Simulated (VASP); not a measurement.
# TaN (P6/mmm) in VASP: further runs

TaN is run at these levels: PBE; tasks: single point.

All numbers are computed with VASP 6.6.1; they aren't measurements. Logs are shortened: lines on timing, memory, paths and dates and some standing lists are left out, and cuts for length are marked.

## 1. The cell of the first run

The structure is hexagonal, space group P6/mmm (No. 191). Conventional cell: a = 5.185 Å, b = 5.185 Å, c = 2.908 Å, α = 90.00°, β = 90.00°, γ = 120.00°. Ta (site symmetry 6/mmm) has 6 N at 2.59 Å and 14 Ta at 2.91 to 3.33 Å within 3.4 Å. Ta (site symmetry -6m2) has 6 N at 2.09 Å within 2.8 Å. N (site symmetry mmm) has 6 Ta at 2.09 to 2.59 Å and 4 N at 2.59 Å within 2.8 Å.

## 2. Single point, PBE

INCAR

```
PREC     = Accurate       # precision mode
ENCUT    = 520            # plane-wave cutoff, eV
EDIFF    = 1E-6           # SCF threshold, eV
ISMEAR   = -1             # smearing method
SIGMA    = 0.05           # smearing width, eV
LREAL    = F              # projectors in reciprocal space
LASPH    = T              # aspherical terms in the spheres
NELM     = 80             # most SCF steps
ALGO     = Normal         # electronic algorithm
ISIF     = 2              # what is computed and relaxed
LWAVE    = F              # write WAVECAR
LCHARG   = T              # write CHGCAR
GGA      = PE             # functional
LELF     = T              # ELF
LVHAR    = T            
NBANDS   = 33             # bands
```

KPOINTS

```
regular mesh
0
Gamma
  6 6 9
```

POSCAR

```
TaN
1.0
    5.1850002000      0.0000000000      0.0000000000
   -2.5925001000      4.4903418900      0.0000000000
    0.0000000000      0.0000000000      2.9080005300
Ta N
3 3
Direct
    0.0000000000      0.0000000000      0.0000000000
    0.3333333333      0.6666666667      0.5000000000
    0.6666666667      0.3333333333      0.5000000000
    0.5000000000      0.0000000000      0.0000000000
    0.5000000000      0.5000000000      0.0000000000
    0.0000000000      0.5000000000      0.0000000000
```

Potentials or basis: VASP PAW PBE potentials, release 64 (Ta_pv, N).

Run with:

```bash
> cat potpaw_PBE.64/Ta_pv/POTCAR potpaw_PBE.64/N/POTCAR > POTCAR
> mpirun -np 1 vasp_std > vasp.out
```

OUTCAR:

```text
PREC = Accurate
   ENCUT = 520
   EDIFF = 1E-6
   ISMEAR = -1
   LREAL = F
   LASPH = T
   NELM = 80
   ISIF = 2
   GGA = PE

 ion  position               nearest neighbor table
   1  0.000  0.000  0.000-   5 2.59   6 2.59   6 2.59   5 2.59   4 2.59   4 2.59   2 3.33   3 3.33
                             2 3.33   3 3.33   2 3.33   2 3.33   3 3.33   3 3.33   2 3.33   3 3.33
   2  0.333  0.667  0.500-   4 2.09   4 2.09   6 2.09   6 2.09   5 2.09   5 2.09   3 2.99   3 2.99
                             3 2.99   1 3.33   1 3.33   1 3.33   1 3.33   1 3.33   1 3.33
   3  0.667  0.333  0.500-   4 2.09   4 2.09   6 2.09   6 2.09   5 2.09   5 2.09   2 2.99   2 2.99
                             2 2.99   1 3.33   1 3.33   1 3.33   1 3.33   1 3.33   1 3.33
   4  0.500  0.000  0.000-   2 2.09   3 2.09   2 2.09   3 2.09   1 2.59   1 2.59
   5  0.500  0.500  0.000-   2 2.09   3 2.09   2 2.09   3 2.09   1 2.59   1 2.59
   6  0.000  0.500  0.000-   2 2.09   3 2.09   2 2.09   3 2.09   1 2.59   1 2.59

  LATTYP: Found a hexagonal cell.
 ALAT       =     5.1850002000
 C/A-ratio  =     0.5608486823

  Lattice vectors:

 A1 = (   5.1850002000,   0.0000000000,   0.0000000000)
 A2 = (  -2.5925001000,   4.4903418900,   0.0000000000)
 A3 = (   0.0000000000,   0.0000000000,   2.9080005300)

Analysis of symmetry for initial positions (statically):
=====================================================================
 Subroutine PRICEL returns:
 Original cell was already a primitive cell.

 Routine SETGRP: Setting up the symmetry group for a
 hexagonal supercell.

 Subroutine GETGRP returns: Found 24 space group operations
 (whereof 24 operations were pure point group operations)
 out of a pool of 24 trial point group operations.

The static configuration has the point symmetry D_6h.

Analysis of symmetry for dynamics (positions and initial velocities):
=====================================================================
 Subroutine PRICEL returns:
 Original cell was already a primitive cell.

 Routine SETGRP: Setting up the symmetry group for a
 hexagonal supercell.

 Subroutine GETGRP returns: Found 24 space group operations
 (whereof 24 operations were pure point group operations)
 out of a pool of 24 trial point group operations.

The dynamic configuration has the point symmetry D_6h.

 Subroutine INISYM returns: Found 24 space group operations
 (whereof 24 operations are pure point group operations),
 and found     1 'primitive' translations

----------------------------------------------------------------------------------------

                                     Primitive cell

  volume of cell :      67.7053

  direct lattice vectors                    reciprocal lattice vectors
     5.185000200  0.000000000  0.000000000     0.192864023  0.111350096  0.000000000
    -2.592500100  4.490341890  0.000000000     0.000000000  0.222700192  0.000000000
     0.000000000  0.000000000  2.908000530     0.000000000  0.000000000  0.343878892

  length of vectors
     5.185000200  5.185000198  2.908000530     0.222700192  0.222700192  0.343878892

  position of ions in fractional coordinates (direct lattice)
     0.000000000  0.000000000  0.000000000
     0.333333333  0.666666667  0.500000000
     0.666666667  0.333333333  0.500000000
     0.500000000  0.000000000  0.000000000
     0.500000000  0.500000000  0.000000000
     0.000000000  0.500000000  0.000000000

  ion indices of the primitive-cell ions
   primitive index   ion index
                 1           1
                 2           2
                 3           3
                 4           4
                 5           5
                 6           6

----------------------------------------------------------------------------------------

 KPOINTS: regular mesh

Automatic generation of k-mesh.
 Grid dimensions read from file:
 generate k-points for:    6    6    9

 Generating k-lattice:

  Cartesian coordinates                     Fractional coordinates (reciprocal lattice)
     0.032144004  0.018558349  0.000000000     0.166666667  0.000000000  0.000000000
     0.000000000  0.037116699  0.000000000     0.000000000  0.166666667  0.000000000
     0.000000000  0.000000000  0.038208766     0.000000000  0.000000000  0.111111111

  Length of vectors
     0.037116699  0.037116699  0.038208766

  Shift w.r.t. Gamma in fractional coordinates (k-lattice)
     0.000000000  0.000000000  0.000000000

 Subroutine IBZKPT returns following result:
 ===========================================

 Found     35 irreducible k-points:

 Following reciprocal coordinates:
            Coordinates               Weight
  0.000000  0.000000  0.000000      1.000000
  0.166667  0.000000  0.000000      6.000000
  0.333333  0.000000  0.000000      6.000000
  0.500000  0.000000  0.000000      3.000000
  0.166667  0.166667  0.000000      6.000000
  0.333333  0.166667  0.000000     12.000000
[... 16 lines left out ...]
  0.166667  0.000000  0.333333     12.000000
  0.333333  0.000000  0.333333     12.000000
 [... further k-points ...]
   k-points           NKPTS =     35   k-points in BZ     NKDIM =     35   number of bands    NBANDS=     33
   number of dos      NEDOS =    301   number of ions     NIONS =      6
   total plane-waves  NPLWV =  38400
   dimension x,y,z NGX =    40 NGY =   40 NGZ =   24
   dimension x,y,z NGXF=    80 NGYF=   80 NGZF=   48
   ions per type =               3   3
   NGX,Y,Z   is equivalent  to a cutoff of  12.83, 12.83, 13.72 a.u.
   NGXF,Y,Z  is equivalent  to a cutoff of  25.65, 25.65, 27.44 a.u.
 SYSTEM =  unknown system
   PREC   = accura    normal or accurate (medium, high low for compatibility)
   ISTART =      0    job   : 0-new  1-cont  2-samecut
   ICHARG =      2    charge: 1-file 2-atom 10-const
   ISPIN  =      1    spin polarized calculation?
   LNONCOLLINEAR =      F non collinear calculations
   LSORBIT =      F    spin-orbit coupling
   LASPH  =      T    aspherical Exc in radial PAW
   ENCUT  =  520.0 eV  38.22 Ry    6.18 a.u.   9.64  9.64  5.41*2*pi/ulx,y,z
   NELM   =     80;   NELMIN=  2; NELMDL= -5     # of ELM steps
   EDIFF  = 0.1E-05   stopping-criterion for ELM
   LREAL  =      F    real-space projection
   EDIFFG = 0.1E-04   stopping-criterion for IOM
   NSW    =      0    number of steps for IOM
   IBRION =     -1    ionic relax: 0-MD 1-quasi-New 2-CG
   NFREE  =      0    steps in history (QN), initial steepest desc. (CG)
   ISIF   =      2    stress and relaxation
   ISYM   =      2    0-nonsym 1-usesym 2-fastsym
   POTIM  = 0.5000    time-step for ionic-motion
   TEBEG  =    0.0;   TEEND  =   0.0 temperature during run
   PSTRESS=    0.0 pullay stress
   NELECT =      48.0000    total number of electrons
   NUPDOWN=      -1.0000    fix difference up-down
   EMIN   =  10.00;   EMAX   =-10.00  energy-range for DOS
   EFERMI =   0.00;   METHOD = LEGACY
   ISMEAR =    -1;   SIGMA  =   0.05  broadening in eV -4-tet -1-fermi 0-gaus
   EFERMI_NEDOS =   21; number of points for ismear=-14 and -15
   IALGO  =     38    algorithm
   IMIX   =      4    mixing-type and parameters
     AMIX     =   0.40;   BMIX     =  1.00
     AMIX_MAG =   1.60;   BMIX_MAG =  1.00
  volume/ion in A,a.u.               =      11.28        76.15
  Fermi-wavevector in a.u.,A,eV,Ry     =   1.459759  2.758544 28.992586  2.130895
  Thomas-Fermi vector in A             =   2.576288
   LORBIT       =      0    0 simple, 1 ext, 2 COOP (PROOUT), +10 PAW based schemes
   GGA     = PE    functional components
   LHFCALC =     F    Hartree Fock is set to
   AEXX    =    0.0000 exact exchange contribution
   IVDW    =     0    specifies the selected vdW correction
   LEPSILON=     F    determine dielectric tensor
   LRPA    =     F    only Hartree local field effects (RPA)
 non-spin polarized calculation
  energy-cutoff  :      520.00
  volume of cell :       67.71
 maximum number of plane-waves:      1842
 NGX is ok and might be reduce to    40
   NGX = 19   NGY = 19   NGZ = 11

 number of electron      47.9999998 magnetization

 Free energy of the ion-electron system (eV)
  ---------------------------------------------------
  ext. energy  EPLUGINS =         0.00000000
  ---------------------------------------------------
  free energy    TOTEN  =       -64.71033154 eV

  energy without entropy =      -64.70496542  energy(sigma->0) =      -64.70764848

 E-fermi :   8.0696     XC(G=0): -13.0567

 val. band max:        8.0551925456   @ k =   0.1667   0.0000   0.2222
 cond. band min:       8.0890517157   @ k =   0.0000   0.0000   0.2222
 fundamental gap:      0.0338591700
 Fermi energy:         8.0695688714

 k-point     1 :       0.0000    0.0000    0.0000
  band No.  band energies     occupation
      1     -27.9935      2.00000
      2     -27.9935      2.00000
      3     -27.6025      2.00000
      4     -27.6025      2.00000
      5     -27.3787      2.00000
      6     -27.2703      2.00000
[... 25 lines left out ...]
     32      11.4979      0.00000
     33      11.4979      0.00000

 k-point     2 :       0.1667    0.0000    0.0000
  band No.  band energies     occupation
      1     -28.0140      2.00000
      2     -27.9816      2.00000
      3     -27.5853      2.00000
      4     -27.5741      2.00000
      5     -27.3704      2.00000
      6     -27.3031      2.00000
[... 25 lines left out ...]
     32      11.6034      0.00000
     33      11.8075      0.00000

 k-point     3 :       0.3333    0.0000    0.0000
  band No.  band energies     occupation
      1     -28.0493      2.00000
      2     -27.9299      2.00000
      3     -27.6114      2.00000
      4     -27.5193      2.00000
      5     -27.3491      2.00000
      6     -27.3356      2.00000
[... 25 lines left out ...]
     32      11.7515      0.00000
     33      11.8210      0.00000

 k-point     4 :       0.5000    0.0000    0.0000
  band No.  band energies     occupation
      1     -28.0649      2.00000
      2     -27.8732      2.00000
      3     -27.6766      2.00000
      4     -27.4909      2.00000
      5     -27.3321      2.00000
      6     -27.3303      2.00000
[... 25 lines left out ...]
     32      11.9458      0.00000
     33      12.4981      0.00000

 k-point     5 :       0.1667    0.1667    0.0000
  band No.  band energies     occupation
      1     -28.0334      2.00000
      2     -27.9553      2.00000
      3     -27.5992      2.00000
      4     -27.5304      2.00000
      5     -27.3553      2.00000
      6     -27.3331      2.00000
[... 604 lines left out ...]
 k-point    22 :       0.0000    0.0000    0.3333
  band No.  band energies     occupation
      1     -28.0901      2.00000
      2     -27.8807      2.00000
      3     -27.8735      2.00000
      4     -27.8735      2.00000
      5     -27.4687      2.00000
      6     -27.4687      2.00000
[... 25 lines left out ...]
     32      11.5438      0.00000
     33      12.2995      0.00000

 k-point    23 :       0.1667    0.0000    0.3333
  band No.  band energies     occupation
      1     -28.0826      2.00000
      2     -27.8960      2.00000
      3     -27.8844      2.00000
      4     -27.8527      2.00000
      5     -27.4782      2.00000
      6     -27.4539      2.00000
[... 25 lines left out ...]
     32      11.6998      0.00000
     33      12.1356      0.00000

 k-point    24 :       0.3333    0.0000    0.3333
  band No.  band energies     occupation
      1     -28.0611      2.00000
      2     -27.9294      2.00000
      3     -27.9043      2.00000
      4     -27.8040      2.00000
      5     -27.5234      2.00000
      6     -27.4244      2.00000
[... 25 lines left out ...]
     32      11.9737      0.00000
     33      12.6187      0.00000

 [... further k-points ...]
[... 5 lines left out ...]
  --------------------------------------------------------------------------------------
  -------------------------------------------------------------------------------------
  Total        4.3679305      4.3679305      5.4113739      0.0000000     -0.0000000     -0.0000000
  in kB      103.3626497    103.3626496    128.0546817      0.0000000     -0.0000000     -0.0000000
  external PRESSURE =     111.5933270 kB  Pullay stress =       0.0000000 kB

 VOLUME and BASIS-vectors are now :
 -----------------------------------------------------------------------------
  energy-cutoff  :      520.00
  volume of cell :       67.71
      direct lattice vectors                 reciprocal lattice vectors
     5.185000200  0.000000000  0.000000000     0.192864023  0.111350096  0.000000000
    -2.592500100  4.490341890  0.000000000     0.000000000  0.222700192  0.000000000
     0.000000000  0.000000000  2.908000530     0.000000000  0.000000000  0.343878892

 POSITION                                       TOTAL-FORCE (eV/Angst)
 -----------------------------------------------------------------------------------
      0.00000      0.00000      0.00000        -0.000000      0.000000      0.000000
     -0.00000      2.99356      1.45400         0.000000      0.000000      0.000000
      2.59250      1.49678      1.45400        -0.000000      0.000000     -0.000000
      2.59250      0.00000      0.00000        -0.000000      0.000000      0.000000
      1.29625      2.24517      0.00000        -0.000000      0.000000      0.000000
     -1.29625      2.24517      0.00000        -0.000000      0.000000      0.000000
 -----------------------------------------------------------------------------------
    total drift:                               -0.000000      0.000000     -0.000000

  FREE ENERGIE OF THE ION-ELECTRON SYSTEM (eV)
  ---------------------------------------------------
  free  energy   TOTEN  =       -64.7103315360 eV

  energy  without entropy=      -64.7049654184  energy(sigma->0) =      -64.70764848
```

It took 65 s on 1 thread of Intel Xeon Platinum 8488C (Sapphire Rapids), shared host; peak memory 0.22 GiB.

What came out:

| Property | Result |
| --- | --- |
| Free energy | -64.7103 eV |
| Pressure | 11.2 GPa |
| Band gap on the k mesh | zero (band 24 reaches 9.04 eV, above the bottom of band 25 at 6.98 eV) |

Caveat: spin-orbit coupling is left out, which moves the levels of the heavy elements.

## 3. Single point, PBE

This run uses another cell than the first one, of 11.66 Å³/atom, 1.034 times its volume.

INCAR

```
SYSTEM = TaN
ALGO     = Normal         ! electronic algorithm
EDIFF    = 1E-6           ! SCF threshold, eV
ENCUT    = 520            ! plane-wave cutoff, eV
GGA      = PE             ! functional
ISIF     = 2              ! what is computed and relaxed
ISMEAR   = -1             ! smearing method
LASPH    = .True.         ! aspherical terms in the spheres
LCHARG   = .True.         ! write CHGCAR
LELF     = .True.         ! ELF
LREAL    = .False.        ! projectors in reciprocal space
LVHAR    = .True.       
LWAVE    = .False.        ! write WAVECAR
NBANDS   = 33             ! bands
NELM     = 60             ! most SCF steps
PREC     = Accurate       ! precision mode
SIGMA    = 0.05           ! smearing width, eV
```

KPOINTS

```
k-points
0
Gamma
  6 6 9
  0 0 0
```

POSCAR, as its differences from that of step 2:

```diff
@@ -2,5 +2,5 @@
 1.0
-    5.1850002000      0.0000000000      0.0000000000
-   -2.5925001000      4.4903418900      0.0000000000
-    0.0000000000      0.0000000000      2.9080005300
+    5.2499368913      0.0000000000      0.0000000000
+   -2.6249684457      4.5465787162      0.0000000000
+    0.0000000000      0.0000000000      2.9320730532
 Ta N
```

Potentials or basis: VASP PAW PBE potentials, release 64 (Ta_pv, N).

Run with:

```bash
> cat potpaw_PBE.64/Ta_pv/POTCAR potpaw_PBE.64/N/POTCAR > POTCAR
> mpirun -np 1 vasp_std > vasp.out
```

Wall time 32 s (1 thread of Intel Xeon 6975P-C (Granite Rapids), shared host); peak memory 0.22 GiB.

The run converged. Its results:

```yaml
Free_energy: -64.7930 eV
Pressure: 0.7 GPa
Band_gap_on_the_k_mesh: zero (band 24 reaches 8.64 eV, above the bottom of band 25 at 6.68 eV)
```

Stress tensor (GPa, compression positive):
```
0.61 0.00 0.00
0.00 0.61 0.00
0.00 0.00 0.88
```

Levels at points of the mesh, in eV from the Fermi level:
```tsv
k point	band 22	band 23	band 24	band 25	band 26	band 27
(0.00, 0.00, 0.00)	-2.28	-1.87	-1.04	-1.04	0.98	0.98
(0.50, 0.00, 0.00)	-2.75	-1.53	-0.54	1.43	1.91	1.93
```

Caveat: spin-orbit coupling is left out, which moves the levels of the heavy elements.
